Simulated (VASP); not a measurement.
A run of VASP 6.6.1:

File INCAR:

```
PREC = Accurate
ENCUT = 520
EDIFF = 1E-7
ISMEAR = 0
SIGMA = 0.1
LREAL = False
LASPH = True
NELM = 80
ALGO = Normal
ISIF = 2
LWAVE = False
LCHARG = True
GGA = PE
LELF = True
LVHAR = True
NBANDS = 22
```

File KPOINTS:

```
regular mesh
0
Gamma
  6 6 4
```

POSCAR

```
SrAl2O2
1.0
    5.0463972038      0.0000000032      0.0000000000
   -2.5231986046      4.3703081745      0.0000000000
    0.0000000000      0.0000000000      3.6358280222
Sr Al O
1 2 2
Direct
    0.0000000000      0.0000000000      0.5000000000
    0.3333333333      0.6666666667      0.0000000000
    0.6666666667      0.3333333333      0.0000000000
    0.3333333333      0.6666666667      0.5000000000
    0.6666666667      0.3333333333      0.5000000000
```

Potentials or basis: VASP PAW PBE potentials, release 64 (Sr_sv, Al, O).

Command:

```sh
$ cat potpaw_PBE.64/Sr_sv/POTCAR potpaw_PBE.64/Al/POTCAR potpaw_PBE.64/O/POTCAR > POTCAR
$ mpirun -np 1 vasp_std > vasp.out
```

Hardware: 1 thread of Intel(R) Xeon(R) Platinum 8488C (Sapphire Rapids), with other jobs on the host.

Estimate the wall time of this run.

Run time: 29 s on 1 thread of Intel(R) Xeon(R) Platinum 8488C (Sapphire Rapids), on a shared host, peak memory 0.22 GiB. Counts: scf iterations 14, k points 21.
